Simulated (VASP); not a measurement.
# AgI (P6_3mc) in VASP: notebook

Aim: see how the results for AgI move with the level of theory and the settings. Levels: PBEsol, PBE. Tasks: single point.

Everything below comes from runs of VASP 6.6.1. Logs are shortened: lines on timing, memory, paths and dates and some standing lists are left out, and cuts for length are marked.

**1. The cell of the first run**

Symmetry: P6_3mc, No. 186, hexagonal system. The conventional cell has a = 4.559 Å, b = 4.559 Å, c = 7.454 Å, α = 90.00°, β = 90.00°, γ = 120.00°. Within 3.7 Å of Ag (site symmetry 3m) lie 4 I at 2.79 Å. Within 3.7 Å of I (site symmetry 3m) lie 4 Ag at 2.79 Å.

**2. Single point, PBEsol**

INCAR reads:

```
SYSTEM = AgI
PREC     = Accurate       ! precision mode
ENCUT    = 500            ! plane-wave cutoff, eV
EDIFF    = 1E-6           ! SCF threshold, eV
ISMEAR   = 0              ! smearing method
SIGMA    = 0.01           ! smearing width, eV
LREAL    = .FALSE.        ! projectors in reciprocal space
LASPH    = .TRUE.         ! aspherical terms in the spheres
NELM     = 120            ! most SCF steps
ALGO     = Normal         ! electronic algorithm
ISIF     = 2              ! what is computed and relaxed
LWAVE    = .FALSE.        ! write WAVECAR
LCHARG   = .FALSE.        ! write CHGCAR
GGA      = PS             ! functional
NBANDS   = 26             ! bands
GGA_COMPAT= .FALSE.
```

KPOINTS reads:

```
Automatic mesh
0
G
  6 6 4
  0 0 0
```

POSCAR reads:

```
AgI
1.0
    4.5589426758      0.0000000000      0.0000000000
   -2.2794713379      3.9481601717      0.0000000000
    0.0000000000      0.0000000000      7.4542371408
Ag I
2 2
Direct
    0.6666666667      0.3333333333      0.6275646764
    0.3333333333      0.6666666667      0.1275646764
    0.6666666667      0.3333333333      0.0024353236
    0.3333333333      0.6666666667      0.5024353236
```

Potentials or basis: VASP PAW PBE potentials, release 64 (Ag, I).

Run with:

```
$ cat potpaw_PBE.64/Ag/POTCAR potpaw_PBE.64/I/POTCAR > POTCAR
$ mpirun -np 1 vasp_std > vasp.out
```

OUTCAR:

```text
SYSTEM = AgI
   PREC = Accurate
   ENCUT = 500
   EDIFF = 1E-6
   ISMEAR = 0
   LREAL = .FALSE.
   LASPH = .TRUE.
   NELM = 120
   ISIF = 2
   GGA = PS

 ion  position               nearest neighbor table
   1  0.667  0.333  0.628-   4 2.79   4 2.79   4 2.79   3 2.79
   2  0.333  0.667  0.128-   3 2.79   3 2.79   3 2.79   4 2.79
   3  0.667  0.333  0.002-   2 2.79   2 2.79   2 2.79   1 2.79
   4  0.333  0.667  0.502-   1 2.79   1 2.79   1 2.79   2 2.79

  LATTYP: Found a hexagonal cell.
 ALAT       =     4.5589426758
 C/A-ratio  =     1.6350802524

  Lattice vectors:

 A1 = (   4.5589426758,   0.0000000000,   0.0000000000)
 A2 = (  -2.2794713379,   3.9481601717,   0.0000000000)
 A3 = (   0.0000000000,   0.0000000000,   7.4542371408)

Analysis of symmetry for initial positions (statically):
=====================================================================
 Subroutine PRICEL returns:
 Original cell was already a primitive cell.

 Routine SETGRP: Setting up the symmetry group for a
 hexagonal supercell.

 Subroutine GETGRP returns: Found 12 space group operations
 (whereof  6 operations were pure point group operations)
 out of a pool of 24 trial point group operations.

The static configuration has the point symmetry C_3v.
 The point group associated with its full space group is C_6v.

Analysis of symmetry for dynamics (positions and initial velocities):
=====================================================================
 Subroutine PRICEL returns:
 Original cell was already a primitive cell.

 Routine SETGRP: Setting up the symmetry group for a
 hexagonal supercell.

 Subroutine GETGRP returns: Found 12 space group operations
 (whereof  6 operations were pure point group operations)
 out of a pool of 24 trial point group operations.

The dynamic configuration has the point symmetry C_3v.
 The point group associated with its full space group is C_6v.

 Subroutine INISYM returns: Found 12 space group operations
 (whereof  6 operations are pure point group operations),
 and found     1 'primitive' translations

----------------------------------------------------------------------------------------

                                     Primitive cell

  volume of cell :     134.1721

  direct lattice vectors                    reciprocal lattice vectors
     4.558942676  0.000000000  0.000000000     0.219349106  0.126641265  0.000000000
    -2.279471338  3.948160172  0.000000000     0.000000000  0.253282531  0.000000000
     0.000000000  0.000000000  7.454237141     0.000000000  0.000000000  0.134151890

  length of vectors
     4.558942676  4.558942676  7.454237141     0.253282531  0.253282531  0.134151890

  position of ions in fractional coordinates (direct lattice)
     0.666666667  0.333333333  0.627564676
     0.333333333  0.666666667  0.127564676
     0.666666667  0.333333333  0.002435324
     0.333333333  0.666666667  0.502435324

  ion indices of the primitive-cell ions
   primitive index   ion index
                 1           1
                 2           2
                 3           3
                 4           4

----------------------------------------------------------------------------------------

 KPOINTS: Automatic mesh

Automatic generation of k-mesh.
 Grid dimensions read from file:
 generate k-points for:    6    6    4

 Generating k-lattice:

  Cartesian coordinates                     Fractional coordinates (reciprocal lattice)
     0.036558184  0.021106878  0.000000000     0.166666667  0.000000000  0.000000000
     0.000000000  0.042213755  0.000000000     0.000000000  0.166666667  0.000000000
     0.000000000  0.000000000  0.033537972     0.000000000  0.000000000  0.250000000

  Length of vectors
     0.042213755  0.042213755  0.033537972

  Shift w.r.t. Gamma in fractional coordinates (k-lattice)
     0.000000000  0.000000000  0.000000000

 Subroutine IBZKPT returns following result:
 ===========================================

 Found     21 irreducible k-points:

 Following reciprocal coordinates:
            Coordinates               Weight
  0.000000  0.000000  0.000000      1.000000
  0.166667  0.000000  0.000000      6.000000
  0.333333  0.000000  0.000000      6.000000
  0.500000 -0.000000  0.000000      3.000000
  0.166667  0.166667  0.000000      6.000000
  0.333333  0.166667  0.000000     12.000000
[... 13 lines left out ...]
  0.333333  0.166667  0.500000     12.000000
  0.333333  0.333333  0.500000      2.000000
   k-points           NKPTS =     21   k-points in BZ     NKDIM =     21   number of bands    NBANDS=     26
   number of dos      NEDOS =    301   number of ions     NIONS =      4
   total plane-waves  NPLWV =  69984
   dimension x,y,z NGX =    36 NGY =   36 NGZ =   54
   dimension x,y,z NGXF=    72 NGYF=   72 NGZF=  108
   ions per type =               2   2
   NGX,Y,Z   is equivalent  to a cutoff of  13.13, 13.13, 12.04 a.u.
   NGXF,Y,Z  is equivalent  to a cutoff of  26.26, 26.26, 24.09 a.u.
 SYSTEM =  AgI
   PREC   = accura    normal or accurate (medium, high low for compatibility)
   ISTART =      0    job   : 0-new  1-cont  2-samecut
   ICHARG =      2    charge: 1-file 2-atom 10-const
   ISPIN  =      1    spin polarized calculation?
   LNONCOLLINEAR =      F non collinear calculations
   LSORBIT =      F    spin-orbit coupling
   LASPH  =      T    aspherical Exc in radial PAW
   ENCUT  =  500.0 eV  36.75 Ry    6.06 a.u.   8.31  8.31 13.59*2*pi/ulx,y,z
   NELM   =    120;   NELMIN=  2; NELMDL= -5     # of ELM steps
   EDIFF  = 0.1E-05   stopping-criterion for ELM
   LREAL  =      F    real-space projection
   EDIFFG = 0.1E-04   stopping-criterion for IOM
   NSW    =      0    number of steps for IOM
   IBRION =     -1    ionic relax: 0-MD 1-quasi-New 2-CG
   NFREE  =      0    steps in history (QN), initial steepest desc. (CG)
   ISIF   =      2    stress and relaxation
   ISYM   =      2    0-nonsym 1-usesym 2-fastsym
   POTIM  = 0.5000    time-step for ionic-motion
   TEBEG  =    0.0;   TEEND  =   0.0 temperature during run
   PSTRESS=    0.0 pullay stress
   NELECT =      36.0000    total number of electrons
   NUPDOWN=      -1.0000    fix difference up-down
   EMIN   =  10.00;   EMAX   =-10.00  energy-range for DOS
   EFERMI =   0.00;   METHOD = LEGACY
   ISMEAR =     0;   SIGMA  =   0.01  broadening in eV -4-tet -1-fermi 0-gaus
   EFERMI_NEDOS =   21; number of points for ismear=-14 and -15
   IALGO  =     38    algorithm
   IMIX   =      4    mixing-type and parameters
     AMIX     =   0.40;   BMIX     =  1.00
     AMIX_MAG =   1.60;   BMIX_MAG =  1.00
  volume/ion in A,a.u.               =      33.54       226.36
  Fermi-wavevector in a.u.,A,eV,Ry     =   1.055897  1.995356 15.169392  1.114919
  Thomas-Fermi vector in A             =   2.191113
   LORBIT       =      0    0 simple, 1 ext, 2 COOP (PROOUT), +10 PAW based schemes
   GGA     = PS    functional components
   LHFCALC =     F    Hartree Fock is set to
   AEXX    =    0.0000 exact exchange contribution
   IVDW    =     0    specifies the selected vdW correction
   LEPSILON=     F    determine dielectric tensor
   LRPA    =     F    only Hartree local field effects (RPA)
 non-spin polarized calculation
 Gauss-broadening in eV      SIGMA  =   0.01
  energy-cutoff  :      500.00
  volume of cell :      134.17
 maximum number of plane-waves:      3422
 NGX is ok and might be reduce to    36
   NGX = 17   NGY = 17   NGZ = 27

 number of electron      36.0000003 magnetization

 Free energy of the ion-electron system (eV)
  ---------------------------------------------------
  ext. energy  EPLUGINS =         0.00000000
  ---------------------------------------------------
  free energy    TOTEN  =       -10.90835311 eV

  energy without entropy =      -10.90835311  energy(sigma->0) =      -10.90835311

 E-fermi :   3.2843     XC(G=0):  -8.7267

 val. band max:        3.2419603640   @ k =   0.0000   0.0000   0.0000
 cond. band min:       4.4745028933   @ k =   0.0000   0.0000   0.0000
 fundamental gap:      1.2325425294
 Fermi energy:         3.2842552658

 k-point     1 :       0.0000    0.0000    0.0000
  band No.  band energies     occupation
      1      -9.7264      2.00000
      2      -9.4127      2.00000
      3      -1.1072      2.00000
      4      -1.1036      2.00000
      5      -1.1036      2.00000
      6      -1.0880      2.00000
[... 18 lines left out ...]
     25       9.8033      0.00000
     26      10.5181      0.00000

 k-point     2 :       0.1667    0.0000    0.0000
  band No.  band energies     occupation
      1      -9.6594      2.00000
      2      -9.3799      2.00000
      3      -1.1691      2.00000
      4      -1.0660      2.00000
      5      -1.0582      2.00000
      6      -0.9803      2.00000
[... 18 lines left out ...]
     25      10.0860      0.00000
     26      10.3556      0.00000

 k-point     3 :       0.3333    0.0000    0.0000
  band No.  band energies     occupation
      1      -9.5093      2.00000
      2      -9.3238      2.00000
      3      -1.2542      2.00000
      4      -1.0852      2.00000
      5      -0.9747      2.00000
      6      -0.8628      2.00000
[... 18 lines left out ...]
     25      10.5105      0.00000
     26      11.0114      0.00000

 k-point     4 :       0.5000   -0.0000    0.0000
  band No.  band energies     occupation
      1      -9.4155      2.00000
      2      -9.3110      2.00000
      3      -1.2380      2.00000
      4      -1.1482      2.00000
      5      -0.9386      2.00000
      6      -0.7659      2.00000
[... 18 lines left out ...]
     25      10.6963      0.00000
     26      12.3661      0.00000

 k-point     5 :       0.1667    0.1667    0.0000
  band No.  band energies     occupation
      1      -9.5500      2.00000
      2      -9.3358      2.00000
      3      -1.1818      2.00000
      4      -1.0812      2.00000
      5      -0.9990      2.00000
      6      -0.9335      2.00000
[... 18 lines left out ...]
     25      10.6315      0.00000
     26      10.6800      0.00000

 k-point     6 :       0.3333    0.1667    0.0000
  band No.  band energies     occupation
      1      -9.4173      2.00000
      2      -9.3101      2.00000
      3      -1.1651      2.00000
      4      -1.0332      2.00000
      5      -0.9542      2.00000
      6      -0.8017      2.00000
[... 340 lines left out ...]
 k-point    18 :       0.5000   -0.0000    0.5000
  band No.  band energies     occupation
      1      -9.3612      2.00000
      2      -9.3612      2.00000
      3      -1.3549      2.00000
      4      -1.3549      2.00000
      5      -0.8034      2.00000
      6      -0.8034      2.00000
[... 18 lines left out ...]
     25      10.6224      0.00000
     26      10.6224      0.00000

 k-point    19 :       0.1667    0.1667    0.5000
  band No.  band energies     occupation
      1      -9.4433      2.00000
      2      -9.4433      2.00000
      3      -1.2785      2.00000
      4      -1.2785      2.00000
      5      -0.9583      2.00000
      6      -0.9583      2.00000
[... 18 lines left out ...]
     25      10.2255      0.00000
     26      10.2255      0.00000

 k-point    20 :       0.3333    0.1667    0.5000
  band No.  band energies     occupation
      1      -9.3617      2.00000
      2      -9.3617      2.00000
      3      -1.2707      2.00000
      4      -1.2707      2.00000
      5      -0.8871      2.00000
      6      -0.8871      2.00000
[... 18 lines left out ...]
     25      10.6554      0.00000
     26      10.6554      0.00000

 k-point    21 :       0.3333    0.3333    0.5000
  band No.  band energies     occupation
      1      -9.3344      2.00000
      2      -9.3344      2.00000
      3      -1.1494      2.00000
      4      -1.1494      2.00000
      5      -0.9510      2.00000
      6      -0.9510      2.00000
[... 18 lines left out ...]
     25      11.3256      0.00000
     26      11.3256      0.00000

------------------------ aborting loop because EDIFF is reached ----------------------------------------

  FORCE on cell =-STRESS in cart. coord.  units (eV):
  Direction    XX          YY          ZZ          XY          YZ          ZX
  --------------------------------------------------------------------------------------
  -------------------------------------------------------------------------------------
  Total       -0.0221512     -0.0221512     -0.0354204     -0.0000000      0.0000000      0.0000000
  in kB       -0.2645118     -0.2645118     -0.4229626     -0.0000000      0.0000000      0.0000000
  external PRESSURE =      -0.3173287 kB  Pullay stress =       0.0000000 kB

 VOLUME and BASIS-vectors are now :
 -----------------------------------------------------------------------------
  energy-cutoff  :      500.00
  volume of cell :      134.17
      direct lattice vectors                 reciprocal lattice vectors
     4.558942676  0.000000000  0.000000000     0.219349106  0.126641265  0.000000000
    -2.279471338  3.948160172  0.000000000     0.000000000  0.253282531  0.000000000
     0.000000000  0.000000000  7.454237141     0.000000000  0.000000000  0.134151890

 POSITION                                       TOTAL-FORCE (eV/Angst)
 -----------------------------------------------------------------------------------
      2.27947      1.31605      4.67802        -0.000000      0.000000      0.000479
     -0.00000      2.63211      0.95090         0.000000     -0.000000      0.000479
      2.27947      1.31605      0.01815        -0.000000      0.000000     -0.000479
     -0.00000      2.63211      3.74527         0.000000     -0.000000     -0.000479
 -----------------------------------------------------------------------------------
    total drift:                               -0.000000      0.000000      0.001972

  FREE ENERGIE OF THE ION-ELECTRON SYSTEM (eV)
  ---------------------------------------------------
  free  energy   TOTEN  =       -10.9083531111 eV

  energy  without entropy=      -10.9083531111  energy(sigma->0) =      -10.90835311
```

Wall time 38 s (1 thread of Intel Xeon Platinum 8488C (Sapphire Rapids), shared host); peak memory 0.27 GiB.

What came out:

```
Free energy            : -10.9084 eV
Pressure               : 0.0 GPa
Band gap on the k mesh : 1.23 eV
```

Caveat: the PAW data sets were made with another functional, which shifts forces and pressure a little; spin-orbit coupling is left out, which moves the levels of the heavy elements. Expect the measured gap to be larger: semilocal functionals such as PBEsol lack the derivative discontinuity.

**3. Single point, PBEsol**

INCAR reads:

```
ALGO = Normal ; EDIFF = 1E-6
ENCUT = 500 ; GGA = PS
GGA_COMPAT = False ; ISIF = 2
ISMEAR = 0 ; LASPH = True
LCHARG = False ; LREAL = False
LWAVE = False ; NBANDS = 26
NELM = 120 ; PREC = Accurate
SIGMA = 0.01
```

KPOINTS reads:

```
k-points
0
Gamma
  6 6 4
```

POSCAR is that of step 2.

Potentials or basis: VASP PAW PBE potentials, release 64 (Ag, I).

Run with:

```
$ cat potpaw_PBE.64/Ag/POTCAR potpaw_PBE.64/I/POTCAR > POTCAR
$ mpirun -np 1 vasp_std > vasp.out
```

Wall time 59 s (1 thread of Intel Xeon Platinum 8488C (Sapphire Rapids), shared host); peak memory 0.27 GiB.

It converged, with:

```
Free energy            : -10.9084 eV
Pressure               : 0.0 GPa
Band gap on the k mesh : 1.23 eV
```

Levels at points of the mesh, in eV from the valence-band top:
| k point | band 15 | band 16 | band 17 | band 18 | band 19 | band 20 | band 21 | band 22 |
| --- | --- | --- | --- | --- | --- | --- | --- | --- |
| (0.00, 0.00, 0.00) | -0.75 | -0.07 | 0.00 | 0.00 | 1.23 | 2.51 | 5.63 | 5.63 |
| (0.50, 0.00, 0.00) | -2.31 | -1.88 | -1.10 | -0.76 | 3.25 | 3.46 | 4.67 | 5.83 |
| (0.00, 0.00, 0.50) | -0.39 | -0.39 | -0.39 | -0.39 | 2.56 | 2.56 | 5.52 | 5.52 |
| (0.50, 0.00, 0.50) | -1.31 | -1.31 | -1.30 | -1.30 | 3.13 | 3.13 | 4.74 | 4.74 |

Caveat: the PAW data sets were made with another functional, which shifts forces and pressure a little; spin-orbit coupling is left out, which moves the levels of the heavy elements.

**4. Single point, PBE**

This run uses another cell than the first one, of 36.44 Å³/atom.

INCAR reads:

```
PREC = Accurate
ENCUT = 500
EDIFF = 1E-6
ISMEAR = 0
SIGMA = 0.01
LREAL = F
LASPH = T
NELM = 120
ALGO = Normal
ISIF = 2
LWAVE = F
LCHARG = F
GGA = PE
NBANDS = 26
GGA_COMPAT = F
```

KPOINTS reads:

```
Automatic mesh
0
Gamma
  6 6 4
```

POSCAR reads:

```
AgI
1.0
    4.6856839537      0.0000000000      0.0000000000
   -2.3428419769      4.0579213380      0.0000000000
    0.0000000000      0.0000000000      7.6649499861
Ag I
2 2
Direct
    0.6666666667      0.3333333333      0.6276687211
    0.3333333333      0.6666666667      0.1276687211
    0.6666666667      0.3333333333      0.0023312789
    0.3333333333      0.6666666667      0.5023312789
```

Run with:

```
$ cat potpaw_PBE.64/Ag/POTCAR potpaw_PBE.64/I/POTCAR > POTCAR
$ mpirun -np 1 vasp_std > vasp.out
```

Run time: 68 s. Hardware: 1 thread of Intel Xeon Platinum 8488C (Sapphire Rapids), shared host; peak memory 0.28 GiB.

The run converged. Its results:

```
Free energy            : -9.5804 eV
Pressure               : -0.1 GPa
Band gap on the k mesh : 1.37 eV
```

Levels at points of the mesh, in eV from the valence-band top:
```
           k point  band 15  band 16  band 17  band 18  band 19  band 20  band 21  band 22
(0.00, 0.00, 0.00)    -0.63    -0.06     0.00     0.00     1.37     2.67     5.85     5.85
(0.50, 0.00, 0.00)    -1.98    -1.59    -0.91    -0.63     3.31     3.65     4.90     5.79
(0.00, 0.00, 0.50)    -0.33    -0.33    -0.33    -0.33     2.64     2.64     5.65     5.65
(0.50, 0.00, 0.50)    -1.11    -1.11    -1.11    -1.11     3.30     3.30     4.94     4.94
```

Caveat: spin-orbit coupling is left out, which moves the levels of the heavy elements.
